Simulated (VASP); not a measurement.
Wanted: the native input for a VASP 6.6.1 run.

* Task: single point
* Functional: PBE-based screened hybrid with 25 % exact exchange
* Potentials or basis: VASP PAW PBE potentials, release 64 (N)
* Cutoff: 520 eV
* k mesh: 6 × 6 × 6
* Occupations: fermi-dirac, width 0.05 eV
* Spin: no spin polarisation
* Dipole correction: no
* Grid for exact exchange (PRECFOCK): Normal
* Share of exact exchange: 0.25
* Further INCAR settings: ALGO = Normal; EDIFF = 1e-06; NBANDS = 12
* Screening parameter: 0.2 1/Å

The system is N.

```
CELL_PARAMETERS angstrom
2.51947 0.00000 0.00000
-1.25974 2.18193 0.00000
0.00000 0.00000 2.44600
ATOMIC_POSITIONS crystal
N 0.33333 0.66667 0.75000
N 0.66667 0.33333 0.25000
```

The input as run:

POSCAR

```
N
1.0
    2.5194737886      0.0000000000      0.0000000000
   -1.2597368943      2.1819283051      0.0000000000
    0.0000000000      0.0000000000      2.4460020000
N
2
Direct
    0.3333333333      0.6666666667      0.7500000000
    0.6666666667      0.3333333333      0.2500000000
```

INCAR.step1

```
SYSTEM = N
  ALGO = Normal
  EDIFF = 1E-5
  ENCUT = 520
  GGA = PE
  ISIF = 2
  ISMEAR = -1
  LASPH = .TRUE.
  LREAL = .FALSE.
  LWAVE = .TRUE.
  NBANDS = 12
  NELM = 60
  PREC = Accurate
  SIGMA = 0.05
```

INCAR.step2

```
SYSTEM = N
  AEXX = 0.25
  ALGO = Normal
  EDIFF = 1E-6
  ENCUT = 520
  GGA = PE
  HFSCREEN = 0.2
  ISIF = 2
  ISMEAR = -1
  ISTART = 1
  LASPH = .TRUE.
  LCHARG = .TRUE.
  LELF = .TRUE.
  LHFCALC = .TRUE.
  LREAL = .FALSE.
  LVHAR = .TRUE.
  LWAVE = .FALSE.
  NBANDS = 12
  NELM = 60
  PREC = Accurate
  PRECFOCK = Normal
  SIGMA = 0.05
```

KPOINTS

```
k-points
0
G
  6 6 6
  0 0 0
```

Potentials or basis: VASP PAW PBE potentials, release 64 (N).

The run is started by

```sh
$ cat potpaw_PBE.64/N/POTCAR > POTCAR
$ cp INCAR.step1 INCAR
$ mpirun -np 1 vasp_std > vasp.out
$ cp INCAR.step2 INCAR
$ mpirun -np 1 vasp_std > vasp.out
```

Results of the run:

```
Pressure               : -0.8 GPa
Band gap on the k mesh : zero (bands 5 and 6 overlap by 5.56 eV)
```

Caveat: the k points lie up to 0.48 Å⁻¹ apart, too coarse for converged energies and pressures of a metal; the PAW data sets were made with another functional, which shifts forces and pressure a little.

It took 9 min on 1 thread of Intel(R) Xeon(R) Platinum 8259CL CPU @ 2.50GHz (Skylake/Cascade Lake), with other jobs on the host, peak memory 0.22 GiB.
